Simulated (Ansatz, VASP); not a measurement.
# One calculation of WSe2, two programs

File INCAR:

```
SYSTEM = WSe2
  PREC = Accurate
  ENCUT = 520
  EDIFF = 1E-7
  ISMEAR = 0
  SIGMA = 0.05
  LREAL = .False.
  LASPH = .True.
  NELM = 60
  ALGO = Normal
  ISIF = 2
  LWAVE = .False.
  LCHARG = .True.
  GGA = PE
  IVDW = 12
  LELF = .True.
  LVHAR = .True.
  NBANDS = 20
```

KPOINTS

```
Automatic mesh
0
Gamma
  9 9 4
  0 0 0
```

POSCAR

```
WSe2
1.0
    3.3795566996      0.0000000000      0.0000000000
   -1.6897783498      2.9267819554      0.0000000000
    0.0000000000      0.0000000000      6.5948669437
W Se
1 2
Direct
    0.0000000000      0.0000000000      0.0000000000
    0.3333333333      0.6666666667      0.2643480231
    0.3333333333      0.6666666667      0.7356519769
```

Input for Ansatz:

```yaml
crystal:
  lattice:
    - [3.3795566996, 0.0, 0.0]
    - [-1.6897783498, 2.9267819554, 0.0]
    - [0.0, 0.0, 6.5948669437]
  atoms:
    - { symbol: W, position: [0.0, 0.0, 0.0] }
    - { symbol: Se, position: [0.3333333333, 0.6666666667, 0.2643480231] }
    - { symbol: Se, position: [0.3333333333, 0.6666666667, 0.7356519769] }
basis:
  ecutwfc: 420
kpoints:
  mp_grid: { grid: [9, 9, 4] }
hamiltonian:
  xc: pbe
  pseudopotentials: { kind: paw, azcp: { folder: soft_1 } }
  dispersion: d3bj
scf:
  occupations: { method: gaussian, width: 0.05 }
output:
  forces: true
  stress: true
  eigenvalues: true
```

Alike in both runs: task single point; functional PBE; dispersion D3(BJ); k mesh 9 × 9 × 4; occupations gaussian, width 0.05 eV; no spin polarisation.

|  | VASP | Ansatz |
| --- | --- | --- |
| version | VASP 6.6.1 | Ansatz 0.2.0 |
| potentials or method | VASP PAW PBE potentials, release 64 (W_sv, Se), cutoff 520 eV | scalar-relativistic, plane waves, PAW |
| valence electrons in the cell | 26 | 46 |

```csv
,VASP,Ansatz,Ansatz less VASP
gap on the k mesh at the Fermi level (eV),0.77,0.78,+0.003
least direct gap on the mesh (eV),1.39,1.39,+0.003
pressure (GPa),-8.7,-8.9,-0.21
"traceless stress, the component that is largest in VASP (GPa)",2.05,1.98,-0.060
rms of the force components (eV/Å),0.875,0.890,+0.0153
```

Atom by atom the forces differ by 0.015 eV/Å (rms over components). VASP's potentials hold 26 valence electrons a cell and Ansatz's 46, so a difference there can come from the potentials and not from the codes.

Spin-orbit coupling is off throughout.
